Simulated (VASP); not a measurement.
A run of VASP 6.6.1 is set up as follows.

INCAR

```
SYSTEM = TiC3
PREC = Accurate
ENCUT = 600
EDIFF = 1E-7
ISMEAR = 0
SIGMA = 0.1
LREAL = .FALSE.
LASPH = .TRUE.
NELM = 80
ALGO = Normal
ISIF = 3
LWAVE = .FALSE.
LCHARG = .FALSE.
GGA = PE
IBRION = 2
NSW = 100
EDIFFG = -0.01
```

File KPOINTS:

```
Automatic mesh
0
G
  12 12 8
  0 0 0
```

POSCAR

```
TiC3
1.0
    4.2388537077      0.0000000000      0.0000000000
   -2.1194268538      3.6709549938      0.0000000000
    0.0000000000      0.0000000000      5.1604699805
Ti C
2 6
Direct
    0.3333333333      0.6666666667      0.2500000000
    0.6666666667      0.3333333333      0.7500000000
    0.8867545492      0.7735090984      0.2500000000
    0.1132454508      0.8867545492      0.7500000000
    0.2264909016      0.1132454508      0.2500000000
    0.1132454508      0.2264909016      0.7500000000
    0.8867545492      0.1132454508      0.2500000000
    0.7735090984      0.8867545492      0.7500000000
```

Potentials or basis: VASP PAW PBE potentials, release 64 (Ti_sv, C).

Command:

```bash
$ cat potpaw_PBE.64/Ti_sv/POTCAR potpaw_PBE.64/C/POTCAR > POTCAR
$ mpirun -np 1 vasp_std > vasp.out
```

Q: Estimate the band gap on the k mesh.

A: Zero (bands 24 and 25 overlap by 1.17 eV).

Q: What does it give for the relaxed volume?

A: 10.09 Å³/atom.

Q: Predict the space group after relaxing (to 0.1 Å).

A: P6_3/mmc (No. 194).

Step by step:
```csv
step,energy change (eV),largest force (eV/Å),pressure (GPa),volume (Å³)
1,0.0000,0.0993,0.46,80.30
2,0.0025,0.3167,-1.04,80.63
3,-0.0007,0.0346,-0.02,80.41
4,-0.0017,0.0172,0.25,80.53
5,-0.0017,0.0162,0.27,80.53
6,-0.0019,0.0022,0.03,80.73
```
